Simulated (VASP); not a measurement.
# TiC3 (Pm-3m) in VASP: a series of runs, part 2 of 2

VASP 6.6.1. The steps go on from the part before.

### 4 Relaxation of cell and atoms, PBE

File INCAR:

```
SYSTEM = TiC3
  PREC = Accurate
  ENCUT = 600
  EDIFF = 1E-6
  ISMEAR = 0
  SIGMA = 0.1
  LREAL = .False.
  LASPH = .True.
  NELM = 100
  ALGO = Normal
  ISIF = 3
  LWAVE = .False.
  LCHARG = .False.
  GGA = PE
  IBRION = 2
  NSW = 90
  EDIFFG = -0.04
```

File KPOINTS:

```
regular mesh
0
Gamma
  6 6 6
  0 0 0
```

File POSCAR:

```
TiC3
1.0
    3.7087579100      0.0000000000      0.0000000000
    0.0000000000      3.7087579100      0.0000000000
    0.0000000000      0.0000000000      3.7087579100
Ti C
1 3
Direct
    0.0000000000      0.0000000000      0.0000000000
    0.5000000000      0.0000000000      0.0000000000
    0.0000000000      0.5000000000      0.0000000000
    0.0000000000      0.0000000000      0.5000000000
```

Potentials or basis: VASP PAW PBE potentials, release 64 (Ti_sv, C).

On the command line:

```bash
$ cat potpaw_PBE.64/Ti_sv/POTCAR potpaw_PBE.64/C/POTCAR > POTCAR
$ mpirun -np 1 vasp_std > vasp.out
```

OUTCAR:

```text
SYSTEM = TiC3
   PREC = Accurate
   ENCUT = 600
   EDIFF = 1E-6
   ISMEAR = 0
   LREAL = .False.
   LASPH = .True.
   NELM = 100
   ISIF = 3
   GGA = PE
   IBRION = 2
   NSW = 90
   EDIFFG = -0.04

 ion  position               nearest neighbor table
   1  0.000  0.000  0.000-   2 1.85   3 1.85   4 1.85   4 1.85   3 1.85   2 1.85
   2  0.500  0.000  0.000-   1 1.85   1 1.85
   3  0.000  0.500  0.000-   1 1.85   1 1.85
   4  0.000  0.000  0.500-   1 1.85   1 1.85

  LATTYP: Found a simple cubic cell.
 ALAT       =     3.7087579100

  Lattice vectors:

 A1 = (   3.7087579100,   0.0000000000,   0.0000000000)
 A2 = (   0.0000000000,   3.7087579100,   0.0000000000)
 A3 = (   0.0000000000,   0.0000000000,   3.7087579100)

Analysis of symmetry for initial positions (statically):
=====================================================================
 Subroutine PRICEL returns:
 Original cell was already a primitive cell.

 Routine SETGRP: Setting up the symmetry group for a
 simple cubic supercell.

 Subroutine GETGRP returns: Found 48 space group operations
 (whereof 48 operations were pure point group operations)
 out of a pool of 48 trial point group operations.

The static configuration has the point symmetry O_h .

Analysis of symmetry for dynamics (positions and initial velocities):
=====================================================================
 Subroutine PRICEL returns:
 Original cell was already a primitive cell.

 Routine SETGRP: Setting up the symmetry group for a
 simple cubic supercell.

 Subroutine GETGRP returns: Found 48 space group operations
 (whereof 48 operations were pure point group operations)
 out of a pool of 48 trial point group operations.

The dynamic configuration has the point symmetry O_h .

 Subroutine INISYM returns: Found 48 space group operations
 (whereof 48 operations are pure point group operations),
 and found     1 'primitive' translations

----------------------------------------------------------------------------------------

                                     Primitive cell

  volume of cell :      51.0135

[... 93 lines left out ...]
   ISIF   =      3    stress and relaxation
   ISYM   =      2    0-nonsym 1-usesym 2-fastsym
   POTIM  = 0.5000    time-step for ionic-motion
   TEBEG  =    0.0;   TEEND  =   0.0 temperature during run
   PSTRESS=    0.0 pullay stress
   NELECT =      24.0000    total number of electrons
   NUPDOWN=      -1.0000    fix difference up-down
   EMIN   =  10.00;   EMAX   =-10.00  energy-range for DOS
   EFERMI =   0.00;   METHOD = LEGACY
   ISMEAR =     0;   SIGMA  =   0.10  broadening in eV -4-tet -1-fermi 0-gaus
   EFERMI_NEDOS =   21; number of points for ismear=-14 and -15
   IALGO  =     38    algorithm
   IMIX   =      4    mixing-type and parameters
     AMIX     =   0.40;   BMIX     =  1.00
     AMIX_MAG =   1.60;   BMIX_MAG =  1.00
  volume/ion in A,a.u.               =      12.75        86.06
  Fermi-wavevector in a.u.,A,eV,Ry     =   1.273259  2.406111 22.057609  1.621189
  Thomas-Fermi vector in A             =   2.406092
   LORBIT       =      0    0 simple, 1 ext, 2 COOP (PROOUT), +10 PAW based schemes
   GGA     = PE    functional components
   LHFCALC =     F    Hartree Fock is set to
   AEXX    =    0.0000 exact exchange contribution
   IVDW    =     0    specifies the selected vdW correction
   LEPSILON=     F    determine dielectric tensor
   LRPA    =     F    only Hartree local field effects (RPA)
 conjugate gradient relaxation of ions
 non-spin polarized calculation
 Gauss-broadening in eV      SIGMA  =   0.10
  energy-cutoff  :      600.00
  volume of cell :       51.01
 maximum number of plane-waves:      1743
 NGX is ok and might be reduce to    30
   NGX = 15   NGY = 15   NGZ = 15

--------------------------------------- Ionic step        1  -------------------------------------------

 number of electron      23.9999993 magnetization

 Free energy of the ion-electron system (eV)
  ---------------------------------------------------
  ext. energy  EPLUGINS =         0.00000000
  ---------------------------------------------------
  free energy    TOTEN  =       -23.44403237 eV

  energy without entropy =      -23.44229147  energy(sigma->0) =      -23.44316192

 E-fermi :   3.0449     XC(G=0): -10.0119

 val. band max:        2.9448844860   @ k =   0.1667   0.1667   0.0000
 cond. band min:       3.2071014254   @ k =   0.5000   0.5000   0.1667
 fundamental gap:      0.2622169394
 Fermi energy:         3.0448564670

 k-point     1 :       0.0000    0.0000    0.0000
  band No.  band energies     occupation
      1     -51.3201      2.00000
      2     -27.9279      2.00000
      3     -27.9279      2.00000
      4     -27.9279      2.00000
      5      -8.6501      2.00000
      6      -5.5486      2.00000
[... 482 lines left out ...]
--------------------------------------- Ionic step        4  -------------------------------------------

 number of electron      24.0000005 magnetization

 Free energy of the ion-electron system (eV)
  ---------------------------------------------------
  ext. energy  EPLUGINS =         0.00000000
  ---------------------------------------------------
  free energy    TOTEN  =       -24.77450529 eV

  energy without entropy =      -24.76115860  energy(sigma->0) =      -24.76783194

 E-fermi :   0.9886     XC(G=0):  -8.8539

 val. band max:        0.9007488945   @ k =   0.3333   0.3333   0.1667
 cond. band min:       1.0143442046   @ k =   0.3333   0.1667   0.0000
 fundamental gap:      0.1135953100
 Fermi energy:         0.9886005845

 k-point     1 :       0.0000    0.0000    0.0000
  band No.  band energies     occupation
      1     -53.9870      2.00000
      2     -30.3472      2.00000
      3     -30.3472      2.00000
      4     -30.3472      2.00000
      5      -9.5053      2.00000
      6      -7.0235      2.00000
[... 400 lines left out ...]
  FREE ENERGIE OF THE ION-ELECTRON SYSTEM (eV)
  ---------------------------------------------------
  free  energy   TOTEN  =       -24.7745052860 eV

  energy  without entropy=      -24.7611585955  energy(sigma->0) =      -24.76783194

 reached required accuracy - stopping structural energy minimisation
```

OSZICAR:

```text
N       E                     dE             d eps       ncg     rms          rms(c)
DAV:   1     0.218246591602E+03    0.21825E+03   -0.13431E+04   640   0.173E+03
DAV:   2    -0.267883895841E+01   -0.22093E+03   -0.21862E+03   704   0.418E+02
DAV:   3    -0.237277886699E+02   -0.21049E+02   -0.20523E+02  1152   0.114E+02
DAV:   4    -0.243079442385E+02   -0.58016E+00   -0.57826E+00   712   0.197E+01
[... 45 lines left out ...]
DAV:   4    -0.247743737566E+02    0.57833E-04   -0.16417E-03   784   0.324E-01    0.504E-02
DAV:   5    -0.247744169701E+02   -0.43213E-04   -0.14132E-04   744   0.997E-02    0.407E-02
DAV:   6    -0.247744983009E+02   -0.81331E-04   -0.16003E-04   920   0.721E-02    0.114E-02
DAV:   7    -0.247745056752E+02   -0.73742E-05   -0.36021E-05   872   0.290E-02    0.777E-03
DAV:   8    -0.247745052860E+02    0.38914E-06   -0.41674E-06   688   0.171E-02
   4 F= -.24774505E+02 E0= -.24767832E+02  d E =-.133047E+01
```

It took 83 s on 1 thread of Intel Xeon 8259CL, shared host; peak memory 0.18 GiB.

What came out:

```
Free energy                           : -24.7745 eV
Relaxed volume                        : 16.71 Å³/atom
Relaxed cell                          : a = 4.058 Å, b = 4.058 Å, c = 4.058 Å, α = 90.00°, β = 90.00°, γ = 90.00°
Space group after relaxing (to 0.1 Å) : Pm-3m (No. 221)
Energy gained by relaxing             : 332.6 meV/atom
Ionic steps                           : 4
Pressure after relaxing               : 0.0 GPa
Band gap on the k mesh                : zero (bands 12 and 13 overlap by 3.71 eV)
```

The path:
```
step  energy change (eV)  largest force (eV/Å)  pressure (GPa)  volume (Å³)
   1              0.0000                0.0000           32.65        51.01
   2             -1.2065                0.0000           -6.41        72.71
   3             -1.3298                0.0000            0.48        66.44
   4             -1.3305                0.0000            0.01        66.83
```

Final structure:
```
Ti C
1.0
     4.05806    0.00000    0.00000
     0.00000    4.05806    0.00000
     0.00000    0.00000    4.05806
Ti C
1 3
Direct
  0.00000 0.00000 0.00000
  0.50000 0.00000 0.00000
  0.00000 0.50000 0.00000
  0.00000 0.00000 0.50000
```

Caveat: the volume moved by over 15 % at a fixed basis, so the end points are rough.

### 5 Overview

```csv
task,cell,cutoff (eV),gap on the mesh (eV),pressure (GPa)
single point,"a = 3.709 Å, 4 atoms",520,none,32.8
single point,"a = 4.058 Å, 4 atoms",520,none,0.0
relaxation of cell and atoms,"relaxed from a = 3.709 Å, 4 atoms",600,none,0.0
```

Alike in all rows: level PBE; potentials or basis VASP PAW PBE potentials, release 64 (Ti_sv, C); no spin polarisation; k mesh 6 × 6 × 6; smearing gaussian 0.1 eV.

Caveats: the cell stands under pressure (at least some runs); the volume moved by over 15 % at a fixed basis, so the end points are rough (at least some runs).

Absolute energies hang on the potentials; compare differences alone.
